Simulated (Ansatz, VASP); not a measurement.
**SiC in VASP and in Ansatz**

```
Si C
1.0
     0.00000    2.17842    2.17842
     2.17842    0.00000    2.17842
     2.17842    2.17842    0.00000
Si C
1 1
Direct
  0.00000 0.00000 0.00000
  0.25000 0.25000 0.25000
```

Alike in both runs: functional PBEsol; k mesh 10 × 10 × 10; no spin polarisation.

Ansatz relaxed the structure, and its values are those at the end. VASP's run is a single point on that final structure, the one shown.

|  | VASP | Ansatz |
| --- | --- | --- |
| version | VASP 6.6.1 | Ansatz 0.2.0 |
| potentials or method | VASP PAW PBE potentials, release 64 (Si, C), cutoff 520 eV | scalar-relativistic, plane waves, PAW |
| occupations | gaussian, width 0.01 eV | fixed |
| valence electrons in the cell | 8 | 8 |

Ansatz gave:

| Quantity | Value |
| --- | --- |
| gap on the k mesh at the Fermi level (eV) | 1.24 |
| least direct gap on the mesh (eV) | 4.45 |
| pressure (GPa) | 0.0 |

Problem. Which values does VASP return?

Solution. gap on the k mesh at the Fermi level (eV): 1.23; least direct gap on the mesh (eV): 4.44; pressure (GPa): 0.4.

VASP's potentials were made for PBE, not for PBEsol.
